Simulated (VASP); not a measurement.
# Ta2AlN3 (P6/mmm) in VASP: further runs

The runs below take Ta2AlN3 through single point, with PBE.

Program: VASP 6.6.1. These are calculated values, not measurements. Logs are shortened: lines on timing, memory, paths and dates and some standing lists are left out, and cuts for length are marked.

### 1 The cell of the first run

It takes space group P6/mmm (No. 191, hexagonal). The conventional cell has a = 5.452 Å, b = 5.452 Å, c = 2.845 Å, α = 90.00°, β = 90.00°, γ = 120.00°. Within 2.9 Å of Ta (site symmetry -6m2) lie 6 N at 2.12 Å and 2 Ta at 2.85 Å. Within 3.6 Å of Al (site symmetry 6/mmm) lie 6 N at 2.73 Å and 2 Al at 2.85 Å and 12 Ta at 3.45 Å. N (site symmetry mmm) has 4 Ta at 2.12 Å and 6 N at 2.73 to 2.85 Å and 2 Al at 2.73 Å within 2.9 Å.

### 2 Single point, PBE

INCAR reads:

```
ALGO = Normal ; EDIFF = 1E-6
ENCUT = 700 ; GGA = PE
GGA_COMPAT = False ; ISIF = 2
ISMEAR = 0 ; LASPH = True
LCHARG = False ; LREAL = False
LWAVE = False ; NBANDS = 31
NELM = 120 ; PREC = Accurate
SIGMA = 0.1
```

KPOINTS reads:

```
k-points
0
Gamma
  6 6 6
```

POSCAR reads:

```
Ta2AlN3
1.0
    5.4516851745     -0.0000000029      0.0000000000
   -2.7258425848      4.7212978560      0.0000000000
    0.0000000000      0.0000000000      2.8452388240
Ta Al N
2 1 3
Direct
    0.3333333333      0.6666666667      0.5000000000
    0.6666666667      0.3333333333      0.5000000000
    0.0000000000      0.0000000000      0.0000000000
    0.5000000000      0.0000000000      0.0000000000
    0.5000000000      0.5000000000      0.0000000000
    0.0000000000      0.5000000000      0.0000000000
```

Potentials or basis: VASP PAW PBE potentials, release 64 (Ta_sv_GW, Al, N).

Started as:

```
$ cat potpaw_PBE.64/Ta_sv_GW/POTCAR potpaw_PBE.64/Al/POTCAR potpaw_PBE.64/N/POTCAR > POTCAR
$ mpirun -np 1 vasp_std > vasp.out
```

OUTCAR:

```text
EDIFF = 1E-6
   ENCUT = 700
   GGA = PE
   ISIF = 2
   ISMEAR = 0
   LASPH = True
   LREAL = False
   NELM = 120
   PREC = Accurate

 ion  position               nearest neighbor table
   1  0.333  0.667  0.500-   6 2.12   6 2.12   4 2.12   4 2.12   5 2.12   5 2.12   2 3.15   2 3.15
                             2 3.15
   2  0.667  0.333  0.500-   6 2.12   6 2.12   4 2.12   4 2.12   5 2.12   5 2.12   1 3.15   1 3.15
                             1 3.15
   3  0.000  0.000  0.000-
   4  0.500  0.000  0.000-   1 2.12   2 2.12   1 2.12   2 2.12
   5  0.500  0.500  0.000-   1 2.12   2 2.12   1 2.12   2 2.12
   6  0.000  0.500  0.000-   1 2.12   2 2.12   1 2.12   2 2.12

  LATTYP: Found a hexagonal cell.
 ALAT       =     5.4516851745
 C/A-ratio  =     0.5219007945

  Lattice vectors:

 A1 = (   5.4516851745,  -0.0000000029,   0.0000000000)
 A2 = (  -2.7258425848,   4.7212978560,   0.0000000000)
 A3 = (   0.0000000000,   0.0000000000,   2.8452388240)

Analysis of symmetry for initial positions (statically):
=====================================================================
 Subroutine PRICEL returns:
 Original cell was already a primitive cell.

 Routine SETGRP: Setting up the symmetry group for a
 hexagonal supercell.

 Subroutine GETGRP returns: Found 24 space group operations
 (whereof 24 operations were pure point group operations)
 out of a pool of 24 trial point group operations.

The static configuration has the point symmetry D_6h.

Analysis of symmetry for dynamics (positions and initial velocities):
=====================================================================
 Subroutine PRICEL returns:
 Original cell was already a primitive cell.

 Routine SETGRP: Setting up the symmetry group for a
 hexagonal supercell.

 Subroutine GETGRP returns: Found 24 space group operations
 (whereof 24 operations were pure point group operations)
 out of a pool of 24 trial point group operations.

The dynamic configuration has the point symmetry D_6h.

 Subroutine INISYM returns: Found 24 space group operations
 (whereof 24 operations are pure point group operations),
 and found     1 'primitive' translations

----------------------------------------------------------------------------------------

                                     Primitive cell

  volume of cell :      73.2337

  direct lattice vectors                    reciprocal lattice vectors
     5.451685174 -0.000000003  0.000000000     0.183429521  0.105903083  0.000000000
    -2.725842585  4.721297856  0.000000000     0.000000000  0.211806167  0.000000000
     0.000000000  0.000000000  2.845238824     0.000000000  0.000000000  0.351464345

  length of vectors
     5.451685174  5.451685175  2.845238824     0.211806167  0.211806167  0.351464345

  position of ions in fractional coordinates (direct lattice)
     0.333333333  0.666666667  0.500000000
     0.666666667  0.333333333  0.500000000
     0.000000000  0.000000000  0.000000000
     0.500000000  1.000000000  0.000000000
     0.500000000  0.500000000  0.000000000
     0.000000000  0.500000000  0.000000000

  ion indices of the primitive-cell ions
   primitive index   ion index
                 1           1
                 2           2
                 3           3
                 4           4
                 5           5
                 6           6

----------------------------------------------------------------------------------------

 KPOINTS: k-points

Automatic generation of k-mesh.
 Grid dimensions read from file:
 generate k-points for:    6    6    6

 Generating k-lattice:

  Cartesian coordinates                     Fractional coordinates (reciprocal lattice)
     0.030571587  0.017650514  0.000000000     0.166666667  0.000000000  0.000000000
     0.000000000  0.035301028  0.000000000     0.000000000  0.166666667  0.000000000
     0.000000000  0.000000000  0.058577391     0.000000000  0.000000000  0.166666667

  Length of vectors
     0.035301028  0.035301028  0.058577391

  Shift w.r.t. Gamma in fractional coordinates (k-lattice)
     0.000000000  0.000000000  0.000000000

 Subroutine IBZKPT returns following result:
 ===========================================

 Found     28 irreducible k-points:

 Following reciprocal coordinates:
            Coordinates               Weight
  0.000000  0.000000  0.000000      1.000000
  0.166667  0.000000  0.000000      6.000000
  0.333333 -0.000000  0.000000      6.000000
  0.500000  0.000000  0.000000      3.000000
  0.166667  0.166667  0.000000      6.000000
  0.333333  0.166667  0.000000     12.000000
[... 16 lines left out ...]
  0.166667  0.000000  0.500000      6.000000
  0.333333 -0.000000  0.500000      6.000000
 [... further k-points ...]
   k-points           NKPTS =     28   k-points in BZ     NKDIM =     28   number of bands    NBANDS=     31
   number of dos      NEDOS =    301   number of ions     NIONS =      6
   total plane-waves  NPLWV =  64512
   dimension x,y,z NGX =    48 NGY =   48 NGZ =   28
   dimension x,y,z NGXF=    96 NGYF=   96 NGZF=   56
   ions per type =               2   1   3
   NGX,Y,Z   is equivalent  to a cutoff of  14.64, 14.64, 16.36 a.u.
   NGXF,Y,Z  is equivalent  to a cutoff of  29.27, 29.27, 32.72 a.u.
 SYSTEM =  unknown system
   PREC   = accura    normal or accurate (medium, high low for compatibility)
   ISTART =      0    job   : 0-new  1-cont  2-samecut
   ICHARG =      2    charge: 1-file 2-atom 10-const
   ISPIN  =      1    spin polarized calculation?
   LNONCOLLINEAR =      F non collinear calculations
   LSORBIT =      F    spin-orbit coupling
   LASPH  =      T    aspherical Exc in radial PAW
   ENCUT  =  700.0 eV  51.45 Ry    7.17 a.u.  11.76 11.76  6.14*2*pi/ulx,y,z
   NELM   =    120;   NELMIN=  2; NELMDL= -5     # of ELM steps
   EDIFF  = 0.1E-05   stopping-criterion for ELM
   LREAL  =      F    real-space projection
   EDIFFG = 0.1E-04   stopping-criterion for IOM
   NSW    =      0    number of steps for IOM
   IBRION =     -1    ionic relax: 0-MD 1-quasi-New 2-CG
   NFREE  =      0    steps in history (QN), initial steepest desc. (CG)
   ISIF   =      2    stress and relaxation
   ISYM   =      2    0-nonsym 1-usesym 2-fastsym
   POTIM  = 0.5000    time-step for ionic-motion
   TEBEG  =    0.0;   TEEND  =   0.0 temperature during run
   PSTRESS=    0.0 pullay stress
   NELECT =      44.0000    total number of electrons
   NUPDOWN=      -1.0000    fix difference up-down
   EMIN   =  10.00;   EMAX   =-10.00  energy-range for DOS
   EFERMI =   0.00;   METHOD = LEGACY
   ISMEAR =     0;   SIGMA  =   0.10  broadening in eV -4-tet -1-fermi 0-gaus
   EFERMI_NEDOS =   21; number of points for ismear=-14 and -15
   IALGO  =     38    algorithm
   IMIX   =      4    mixing-type and parameters
     AMIX     =   0.40;   BMIX     =  1.00
     AMIX_MAG =   1.60;   BMIX_MAG =  1.00
  volume/ion in A,a.u.               =      12.21        82.37
  Fermi-wavevector in a.u.,A,eV,Ry     =   1.381408  2.610483 25.963850  1.908289
  Thomas-Fermi vector in A             =   2.506195
   LORBIT       =      0    0 simple, 1 ext, 2 COOP (PROOUT), +10 PAW based schemes
   GGA     = PE    functional components
   LHFCALC =     F    Hartree Fock is set to
   AEXX    =    0.0000 exact exchange contribution
   IVDW    =     0    specifies the selected vdW correction
   LEPSILON=     F    determine dielectric tensor
   LRPA    =     F    only Hartree local field effects (RPA)
 non-spin polarized calculation
 Gauss-broadening in eV      SIGMA  =   0.10
  energy-cutoff  :      700.00
  volume of cell :       73.23
 maximum number of plane-waves:      3108
 NGX is ok and might be reduce to    48
   NGX = 23   NGY = 23   NGZ = 13

 number of electron      43.9999999 magnetization

 Free energy of the ion-electron system (eV)
  ---------------------------------------------------
  ext. energy  EPLUGINS =         0.00000000
  ---------------------------------------------------
  free energy    TOTEN  =       -61.31756726 eV

  energy without entropy =      -61.31072718  energy(sigma->0) =      -61.31414722

 E-fermi :  10.2635     XC(G=0): -12.0747

 val. band max:       10.2407892588   @ k =   0.1667   0.0000   0.5000
 cond. band min:      10.2707408443   @ k =   0.1667   0.1667   0.5000
 fundamental gap:      0.0299515855
 Fermi energy:        10.2635350135

 k-point     1 :       0.0000    0.0000    0.0000
  band No.  band energies     occupation
      1     -59.6196      2.00000
      2     -59.5952      2.00000
      3     -26.3281      2.00000
      4     -26.3281      2.00000
      5     -26.0263      2.00000
      6     -26.0263      2.00000
[... 23 lines left out ...]
     30      14.8362      0.00000
     31      14.8362      0.00000

 k-point     2 :       0.1667    0.0000    0.0000
  band No.  band energies     occupation
      1     -59.6182      2.00000
      2     -59.5966      2.00000
      3     -26.3329      2.00000
      4     -26.3128      2.00000
      5     -26.0426      2.00000
      6     -26.0214      2.00000
[... 23 lines left out ...]
     30      14.1599      0.00000
     31      14.3219      0.00000

 k-point     3 :       0.3333   -0.0000    0.0000
  band No.  band energies     occupation
      1     -59.6145      2.00000
      2     -59.6004      2.00000
      3     -26.3419      2.00000
      4     -26.2748      2.00000
      5     -26.0826      2.00000
      6     -26.0120      2.00000
[... 23 lines left out ...]
     30      13.5492      0.00000
     31      13.6798      0.00000

 k-point     4 :       0.5000    0.0000    0.0000
  band No.  band energies     occupation
      1     -59.6115      2.00000
      2     -59.6033      2.00000
      3     -26.3462      2.00000
      4     -26.2481      2.00000
      5     -26.1104      2.00000
      6     -26.0074      2.00000
[... 635 lines left out ...]
     30      13.9126      0.00000
     31      17.0625      0.00000

 k-point    23 :       0.1667    0.0000    0.5000
  band No.  band energies     occupation
      1     -59.5607      2.00000
      2     -59.5400      2.00000
      3     -26.6345      2.00000
      4     -26.5106      2.00000
      5     -26.1675      2.00000
      6     -26.1499      2.00000
[... 23 lines left out ...]
     30      14.1623      0.00000
     31      16.3119      0.00000

 k-point    24 :       0.3333   -0.0000    0.5000
  band No.  band energies     occupation
      1     -59.5571      2.00000
      2     -59.5436      2.00000
      3     -26.6133      2.00000
      4     -26.5322      2.00000
      5     -26.1749      2.00000
      6     -26.1160      2.00000
[... 23 lines left out ...]
     30      14.5134      0.00000
     31      14.9370      0.00000

 [... further k-points ...]

------------------------ aborting loop because EDIFF is reached ----------------------------------------

  FORCE on cell =-STRESS in cart. coord.  units (eV):
  Direction    XX          YY          ZZ          XY          YZ          ZX
  --------------------------------------------------------------------------------------
  -------------------------------------------------------------------------------------
  Total        0.0298942      0.0298942      0.0012729     -0.0000000     -0.0000000      0.0000000
  in kB        0.6540132      0.6540132      0.0278474     -0.0000000     -0.0000000      0.0000000
  external PRESSURE =       0.4452913 kB  Pullay stress =       0.0000000 kB

 VOLUME and BASIS-vectors are now :
 -----------------------------------------------------------------------------
  energy-cutoff  :      700.00
  volume of cell :       73.23
      direct lattice vectors                 reciprocal lattice vectors
     5.451685174 -0.000000003  0.000000000     0.183429521  0.105903083  0.000000000
    -2.725842585  4.721297856  0.000000000     0.000000000  0.211806167  0.000000000
     0.000000000  0.000000000  2.845238824     0.000000000  0.000000000  0.351464345

 POSITION                                       TOTAL-FORCE (eV/Angst)
 -----------------------------------------------------------------------------------
      0.00000      3.14753      1.42262         0.000000      0.000000     -0.000000
      2.72584      1.57377      1.42262        -0.000000     -0.000000      0.000000
      0.00000      0.00000      0.00000        -0.000000     -0.000000      0.000000
      2.72584     -0.00000      0.00000        -0.000000     -0.000000      0.000000
      1.36292      2.36065      0.00000        -0.000000     -0.000000      0.000000
     -1.36292      2.36065      0.00000        -0.000000     -0.000000      0.000000
 -----------------------------------------------------------------------------------
    total drift:                               -0.000000      0.000000     -0.000000

  FREE ENERGIE OF THE ION-ELECTRON SYSTEM (eV)
  ---------------------------------------------------
  free  energy   TOTEN  =       -61.3175672615 eV

  energy  without entropy=      -61.3107271777  energy(sigma->0) =      -61.31414722
```

It took 82 s on 1 thread of Intel Xeon 6975P-C (Granite Rapids), shared host; peak memory 0.3 GiB.

What came out:

| Quantity | Value |
| --- | --- |
| Free energy | -61.3176 eV |
| Pressure | 0.0 GPa |
| Band gap on the k mesh | zero (bands 22 and 23 overlap by 2.08 eV) |

Caveat: the k points lie up to 0.37 Å⁻¹ apart, too coarse for converged energies and pressures of a metal; spin-orbit coupling is left out, which moves the levels of the heavy elements.

### 3 Single point, PBE

INCAR reads:

```
PREC     = Accurate       # precision mode
ENCUT    = 700            # plane-wave cutoff, eV
EDIFF    = 1E-6           # SCF threshold, eV
ISMEAR   = 0              # smearing method
SIGMA    = 0.1            # smearing width, eV
LREAL    = F              # projectors in reciprocal space
LASPH    = T              # aspherical terms in the spheres
NELM     = 120            # most SCF steps
ALGO     = Normal         # electronic algorithm
ISIF     = 2              # what is computed and relaxed
LWAVE    = F              # write WAVECAR
LCHARG   = F              # write CHGCAR
GGA      = PE             # functional
NBANDS   = 31             # bands
GGA_COMPAT= F
```

KPOINTS reads:

```
Automatic mesh
0
Gamma
  12 12 14
```

Edit POSCAR of step 2 so:

```diff
@@ -2,5 +2,5 @@
 1.0
-    5.4516851745     -0.0000000029      0.0000000000
-   -2.7258425848      4.7212978560      0.0000000000
-    0.0000000000      0.0000000000      2.8452388240
+    5.4603336497      0.0000000000      0.0000000000
+   -2.7301668249      4.7287876538      0.0000000000
+    0.0000000000      0.0000000000      2.8390072301
 Ta Al N
```

Potentials or basis: VASP PAW PBE potentials, release 64 (Ta_sv_GW, Al, N).

Started as:

```
$ cat potpaw_PBE.64/Ta_sv_GW/POTCAR potpaw_PBE.64/Al/POTCAR potpaw_PBE.64/N/POTCAR > POTCAR
$ mpirun -np 1 vasp_std > vasp.out
```

Wall time 12 min (1 thread of Intel Xeon Platinum 8488C (Sapphire Rapids), shared host); peak memory 0.59 GiB.

Results (log left out):

| Quantity | Value |
| --- | --- |
| Free energy | -61.3125 eV |
| Pressure | 0.0 GPa |
| Band gap on the k mesh | zero (bands 22 and 23 overlap by 2.16 eV) |

Stress tensor (GPa, compression positive):
```
-0.04  0.00  0.00
 0.00 -0.04  0.00
 0.00  0.00  0.06
```

Levels at points of the mesh, in eV from the Fermi level:
```
           k point  band 19  band 20  band 21  band 22  band 23  band 24  band 25  band 26
(0.00, 0.00, 0.00)    -3.48    -3.11    -2.75    -2.42     0.01     0.01     1.51     1.51
(0.50, 0.00, 0.00)    -3.94    -3.43    -2.98    -2.36     0.07     0.43     1.71     2.38
(0.00, 0.00, 0.50)    -3.51    -1.74    -1.52    -1.52    -1.43    -1.26     2.96     2.96
(0.50, 0.00, 0.50)    -4.44    -3.56    -2.44    -0.07     0.74     0.91     1.42     2.36
```

Caveat: spin-orbit coupling is left out, which moves the levels of the heavy elements.

[end of part 1 of 2]

The gap in the log of VASP goes by the Fermi energy; the results here count the filled bands.